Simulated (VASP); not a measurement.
A run of VASP 6.6.1 is set up as follows.

The input INCAR:

```
ALGO     = Normal         # electronic algorithm
EDIFF    = 1E-7           # SCF threshold, eV
ENCUT    = 520            # plane-wave cutoff, eV
GGA      = PE             # functional
ISIF     = 2              # what is computed and relaxed
ISMEAR   = 0              # smearing method
LASPH    = T              # aspherical terms in the spheres
LCHARG   = T              # write CHGCAR
LELF     = T              # ELF
LREAL    = F              # projectors in reciprocal space
LVHAR    = T            
LWAVE    = F              # write WAVECAR
NBANDS   = 12             # bands
NELM     = 80             # most SCF steps
PREC     = Accurate       # precision mode
SIGMA    = 0.05           # smearing width, eV
```

Contents of KPOINTS:

```
k-points
0
Gamma
  6 6 6
```

The input POSCAR:

```
Y
1.0
    0.0000000000      2.5269672425      2.5269672425
    2.5269672425      0.0000000000      2.5269672425
    2.5269672425      2.5269672425      0.0000000000
Y
1
Direct
    0.0000000000      0.0000000000      0.0000000000
```

Potentials or basis: VASP PAW PBE potentials, release 64 (Y_sv).

Run with:

```sh
$ cat potpaw_PBE.64/Y_sv/POTCAR > POTCAR
$ mpirun -np 1 vasp_std > vasp.out
```

**Question.** What does it give for the pressure?

**Answer.** -0.1 GPa.
